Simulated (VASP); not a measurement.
# TiO2 (Pbcn) in VASP: a series of runs, part 2 of 2

VASP 6.6.1. Earlier steps stand in the parts before.

**3. Single point, LDA**

This run uses another cell than the first one, of 9.03 Å³/atom.

The input, INCAR:

```
ALGO = Normal
EDIFF = 1E-7
ENCUT = 520
ISIF = 2
ISMEAR = 0
LASPH = T
LCHARG = T
LELF = T
LREAL = F
LVHAR = T
LWAVE = F
NBANDS = 60
NELM = 100
PREC = Accurate
SIGMA = 0.02
```

The input, KPOINTS:

```
k-points
0
Gamma
  6 4 6
```

The input, POSCAR:

```
TiO2
1.0
    4.3939669038      0.0000000000      0.0000000000
    0.0000000000      5.2450875355      0.0000000000
    0.0000000000      0.0000000000      4.6993293457
Ti O
4 8
Direct
    0.5000000000      0.6803619610      0.7500000000
    0.0000000000      0.8196380390      0.2500000000
    0.5000000000      0.3196380390      0.2500000000
    0.0000000000      0.1803619610      0.7500000000
    0.7340861021      0.6061246672      0.0754541558
    0.2340861021      0.8938753328      0.9245458442
    0.7659138979      0.8938753328      0.5754541558
    0.2659138979      0.6061246672      0.4245458442
    0.7340861021      0.3938753328      0.5754541558
    0.2340861021      0.1061246672      0.4245458442
    0.7659138979      0.1061246672      0.0754541558
    0.2659138979      0.3938753328      0.9245458442
```

Potentials or basis: VASP PAW LDA potentials, release 64 (Ti_sv, O).

Launch:

```
$ cat potpaw_LDA.64/Ti_sv/POTCAR potpaw_LDA.64/O/POTCAR > POTCAR
$ mpirun -np 1 vasp_std > vasp.out
```

It took 4.2 min on 1 thread of Intel Xeon 8259CL, shared host; peak memory 0.33 GiB.

It converged, with:

```
Free energy            : -116.8039 eV
Pressure               : 26.8 GPa
Largest force          : 0.068 eV/Å
Band gap on the k mesh : 2.89 eV
```

Forces in eV/Å, atoms in the order of the input:
```
Ti   0.000 -0.068  0.000
Ti   0.000  0.068  0.000
Ti   0.000  0.068  0.000
Ti   0.000 -0.068  0.000
O   -0.015 -0.061 -0.002
O   -0.015  0.061  0.002
O    0.015  0.061 -0.002
O    0.015 -0.061  0.002
O   -0.015  0.061 -0.002
O   -0.015 -0.061  0.002
O    0.015 -0.061 -0.002
O    0.015  0.061  0.002
```

Stress tensor (GPa, compression positive):
```
26.96  0.00  0.00
 0.00 26.56  0.00
 0.00  0.00 26.95
```

Levels at points of the mesh, in eV from the valence-band top:
```tsv
k point	band 44	band 45	band 46	band 47	band 48	band 49	band 50	band 51	band 52	band 53
(0.00, 0.00, 0.00)	-0.53	-0.28	-0.26	-0.25	0.00	2.89	2.97	3.14	3.18	3.21
(0.50, 0.00, 0.00)	-1.24	-0.38	-0.38	-0.26	-0.26	3.60	3.60	3.71	3.71	3.97
(0.00, 0.50, 0.00)	-1.23	-1.12	-1.12	-0.17	-0.17	3.15	3.15	3.64	3.64	3.72
(0.50, 0.50, 0.00)	-0.92	-0.68	-0.68	-0.41	-0.41	3.32	3.32	3.46	3.46	3.74
(0.00, 0.00, 0.50)	-0.98	-0.50	-0.50	-0.26	-0.26	3.01	3.01	3.45	3.45	3.66
(0.50, 0.00, 0.50)	-1.50	-0.42	-0.42	-0.42	-0.42	3.30	3.30	3.30	3.30	4.07
(0.00, 0.50, 0.50)	-1.81	-0.51	-0.51	-0.51	-0.51	3.33	3.33	3.33	3.33	4.28
(0.50, 0.50, 0.50)	-1.40	-0.85	-0.85	-0.85	-0.85	3.29	3.29	3.29	3.29	4.00
```

Caveat: the cell stands under pressure. A k mesh can miss the band edges.

**4. Single point, LDA**

This run uses another cell than the first one, of 9.03 Å³/atom.

The input, INCAR:

```
SYSTEM = TiO2
PREC = Accurate
ENCUT = 520
EDIFF = 1E-6
ISMEAR = 0
SIGMA = 0.02
LREAL = .FALSE.
LASPH = .TRUE.
NELM = 100
ALGO = Normal
ISIF = 2
LWAVE = .FALSE.
LCHARG = .FALSE.
NBANDS = 60
```

The input, KPOINTS:

```
Automatic mesh
0
G
  6 4 6
  0 0 0
```

POSCAR is that of step 3.

Potentials or basis: VASP PAW LDA potentials, release 64 (Ti_sv, O).

Launch:

```
$ cat potpaw_LDA.64/Ti_sv/POTCAR potpaw_LDA.64/O/POTCAR > POTCAR
$ mpirun -np 1 vasp_std > vasp.out
```

OUTCAR:

```text
SYSTEM = TiO2
   PREC = Accurate
   ENCUT = 520
   EDIFF = 1E-6
   ISMEAR = 0
   LREAL = .FALSE.
   LASPH = .TRUE.
   NELM = 100
   ISIF = 2

 ion  position               nearest neighbor table
   1  0.500  0.680  0.750-   6 1.81   7 1.81   5 1.88   8 1.88   9 2.00  12 2.00
   2  0.000  0.820  0.250-   5 1.81   8 1.81   7 1.88   6 1.88  10 2.00  11 2.00
   3  0.500  0.320  0.250-  10 1.81  11 1.81   9 1.88  12 1.88   5 2.00   8 2.00
   4  0.000  0.180  0.750-   9 1.81  12 1.81  11 1.88  10 1.88   6 2.00   7 2.00
   5  0.734  0.606  0.075-   2 1.81   1 1.88   3 2.00
   6  0.234  0.894  0.925-   1 1.81   2 1.88   4 2.00
   7  0.766  0.894  0.575-   1 1.81   2 1.88   4 2.00
[... 1747 lines left out ...]
  energy-cutoff  :      520.00
  volume of cell :      108.30
      direct lattice vectors                 reciprocal lattice vectors
     4.393966904  0.000000000  0.000000000     0.227584782  0.000000000  0.000000000
     0.000000000  5.245087535  0.000000000     0.000000000  0.190654587  0.000000000
     0.000000000  0.000000000  4.699329346     0.000000000  0.000000000  0.212796322

 POSITION                                       TOTAL-FORCE (eV/Angst)
 -----------------------------------------------------------------------------------
      2.19698      3.56856      3.52450         0.000000     -0.068507     -0.000000
      0.00000      4.29907      1.17483         0.000000      0.068507     -0.000000
      2.19698      1.67653      1.17483         0.000000      0.068507     -0.000000
      0.00000      0.94601      3.52450         0.000000     -0.068507     -0.000000
      3.22555      3.17918      0.35458        -0.014620     -0.061449     -0.001609
      1.02857      4.68845      4.34475        -0.014620      0.061449      0.001609
      3.36540      4.68845      2.70425         0.014620      0.061449     -0.001609
      1.16842      3.17918      1.99508         0.014620     -0.061449      0.001609
      3.22555      2.06591      2.70425        -0.014620      0.061449     -0.001609
      1.02857      0.55663      1.99508        -0.014620     -0.061449      0.001609
      3.36540      0.55663      0.35458         0.014620     -0.061449     -0.001609
      1.16842      2.06591      4.34475         0.014620      0.061449      0.001609
 -----------------------------------------------------------------------------------
    total drift:                               -0.000000      0.000000      0.000000

  FREE ENERGIE OF THE ION-ELECTRON SYSTEM (eV)
  ---------------------------------------------------
  free  energy   TOTEN  =      -116.8039242059 eV

  energy  without entropy=     -116.8039242059  energy(sigma->0) =     -116.80392421
```

stdout:

```text
POSCAR found type information on POSCAR TiO
 POSCAR found :  2 types and      12 ions
 scaLAPACK will be used
 LDA part: xc-table for (Slater(with rela. corr.)+CA(PZ))
 , standard interpolation
 POSCAR, INCAR and KPOINTS ok, starting setup
 FFT: planning ... GRIDC
 FFT: planning ... GRID_SOFT
 FFT: planning ... GRID
 WAVECAR not read
 entering main loop
```

Wall time 3.9 min (1 thread of Intel Xeon 8259CL, shared host); peak memory 0.33 GiB.

Results:

```yaml
Free_energy: -116.8039 eV
Pressure: 26.8 GPa
Largest_force: 0.069 eV/Å
Band_gap_on_the_k_mesh: 2.89 eV
```

Forces on the atoms (eV/Å):
```
Ti   0.000 -0.069  0.000
Ti   0.000  0.069  0.000
Ti   0.000  0.069  0.000
Ti   0.000 -0.069  0.000
O   -0.015 -0.061 -0.002
O   -0.015  0.061  0.002
O    0.015  0.061 -0.002
O    0.015 -0.061  0.002
O   -0.015  0.061 -0.002
O   -0.015 -0.061  0.002
O    0.015 -0.061 -0.002
O    0.015  0.061  0.002
```

Stress tensor (GPa, compression positive):
```
26.98  0.00  0.00
 0.00 26.58  0.00
 0.00  0.00 26.97
```

Levels at points of the mesh, in eV from the valence-band top:
```tsv
k point	band 45	band 46	band 47	band 48	band 49	band 50	band 51	band 52
(0.00, 0.00, 0.00)	-0.28	-0.26	-0.25	0.00	2.89	2.97	3.14	3.18
(0.50, 0.00, 0.00)	-0.38	-0.38	-0.26	-0.26	3.60	3.60	3.71	3.71
(0.00, 0.50, 0.00)	-1.12	-1.12	-0.17	-0.17	3.15	3.15	3.64	3.64
(0.50, 0.50, 0.00)	-0.68	-0.68	-0.41	-0.41	3.32	3.32	3.46	3.46
(0.00, 0.00, 0.50)	-0.50	-0.50	-0.26	-0.26	3.01	3.01	3.45	3.45
(0.50, 0.00, 0.50)	-0.42	-0.42	-0.42	-0.42	3.30	3.30	3.30	3.30
(0.00, 0.50, 0.50)	-0.51	-0.51	-0.51	-0.51	3.33	3.33	3.33	3.33
(0.50, 0.50, 0.50)	-0.85	-0.85	-0.85	-0.85	3.29	3.29	3.29	3.29
```

Caveat: the cell stands under pressure. A k mesh can miss the band edges.
